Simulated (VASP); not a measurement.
AgI, 4 atoms in the cell. The structure is hexagonal, space group P6_3mc (No. 186). Conventional cell: a = 4.827 Å, b = 4.827 Å, c = 7.434 Å, α = 90.00°, β = 90.00°, γ = 120.00°. Ag (site symmetry 3m) has 4 I at 2.90 Å within 3.8 Å. Within 3.8 Å of I (site symmetry 3m) lie 4 Ag at 2.90 Å.  This cell differs from its parent crystal: biaxial strain in the a-b plane: +3.0 %, then relaxed in part.

- Program: VASP 6.6.1
- Task: single point
- Functional: PBE
- Potentials or basis: VASP PAW PBE potentials, release 64 (Ag, I)
- Cutoff: 500 eV
- k mesh: 6 × 6 × 4
- Occupations: gaussian, width 0.02 eV
- Spin: no spin polarisation
- Dipole correction: no
- Further INCAR settings: ALGO = Normal; EDIFF = 1e-06; NBANDS = 26

Potentials or basis: VASP PAW PBE potentials, release 64 (Ag, I).

Command:

```bash
$ cat potpaw_PBE.64/Ag/POTCAR potpaw_PBE.64/I/POTCAR > POTCAR
$ mpirun -np 1 vasp_std > vasp.out
```

Hardware: 1 thread of Intel(R) Xeon(R) 6975P-C (Granite Rapids), with other jobs on the host.

**Question.** Estimate the wall time of this run.

**Answer.** Wall time 34 s on 1 thread of Intel(R) Xeon(R) 6975P-C (Granite Rapids), with other jobs on the host, peak memory 0.27 GiB. Counts: scf iterations 13, k points 21.
